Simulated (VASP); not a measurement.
Here is a VASP 6.6.1 calculation.

The input INCAR:

```
SYSTEM = Re
ALGO = Normal
EDIFF = 1E-6
ENCUT = 500
GGA = RE
GGA_COMPAT = .FALSE.
ISIF = 2
ISMEAR = -1
LASPH = .TRUE.
LCHARG = .FALSE.
LREAL = .FALSE.
LWAVE = .FALSE.
NBANDS = 30
NELM = 120
PREC = Accurate
SIGMA = 0.1
```

File KPOINTS:

```
k-points
0
G
  9 9 13
  0 0 0
```

File POSCAR:

```
Re
1.0
    4.2081690975      0.0000000000      0.0000000000
   -2.1040845488      3.6443813419      0.0000000000
    0.0000000000      0.0000000000      2.6371753517
Re
3
Direct
    0.0000000000      0.0000000000      1.0000000000
    0.3333333333      0.6666666667      0.5000000000
    0.6666666667      0.3333333333      0.5000000000
```

Potentials or basis: VASP PAW PBE potentials, release 64 (Re_sv_GW).

Command:

```sh
$ cat potpaw_PBE.64/Re_sv_GW/POTCAR > POTCAR
$ mpirun -np 1 vasp_std > vasp.out
```

**Question.** Predict the band gap on the k mesh.

**Answer.** Zero (an odd number of electrons rules out a gap without spin polarisation).

**Question.** Estimate the pressure.

**Answer.** 54.6 GPa.

Stress tensor (GPa, compression positive):
```
57.15  0.00  0.00
 0.00 57.15  0.00
 0.00  0.00 49.37
```

Caveat: the cell stands under pressure; the PAW data sets were made with another functional, which shifts forces and pressure a little; spin-orbit coupling is left out, which moves the levels of the heavy elements.
